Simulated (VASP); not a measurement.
Input of a VASP 6.6.1 run:

INCAR

```
SYSTEM = Se
PREC = Accurate ; ENCUT = 520
EDIFF = 1E-6 ; ISMEAR = 0
SIGMA = 0.025 ; LREAL = .FALSE.
LASPH = .TRUE. ; NELM = 100
ALGO = Normal ; ISIF = 2
LWAVE = .FALSE. ; LCHARG = .FALSE.
GGA = PE ; NBANDS = 16
```

The input KPOINTS:

```
Automatic mesh
0
G
  7 7 6
  0 0 0
```

Contents of POSCAR:

```
Se
1.0
    4.3662000000      0.0000000000      0.0000000000
   -2.1831000000      3.7812401180      0.0000000000
    0.0000000000      0.0000000000      4.9536000000
Se
3
Direct
    0.7746000000      0.7746000000      0.0000000000
    0.0000000000      0.2254000000      0.6666666667
    0.2254000000      0.0000000000      0.3333333333
```

Potentials or basis: VASP PAW PBE potentials, release 64 (Se).

Command:

```sh
$ cat potpaw_PBE.64/Se/POTCAR > POTCAR
$ mpirun -np 1 vasp_std > vasp.out
```

Question: What does it give for the band gap on the k mesh?

Answer: 1.21 eV, indirect (least direct gap 1.47 eV).

Question: Predict the pressure.

Answer: 2.9 GPa.

Question: What does it give for the largest force?

Answer: 0.434 eV/Å.

Stress tensor (GPa, compression positive):
```
2.30 0.00 0.00
0.00 2.30 0.00
0.00 0.00 4.13
```

A k mesh can miss the band edges. PBE gaps usually lie below the measured ones, often by a third to a half.
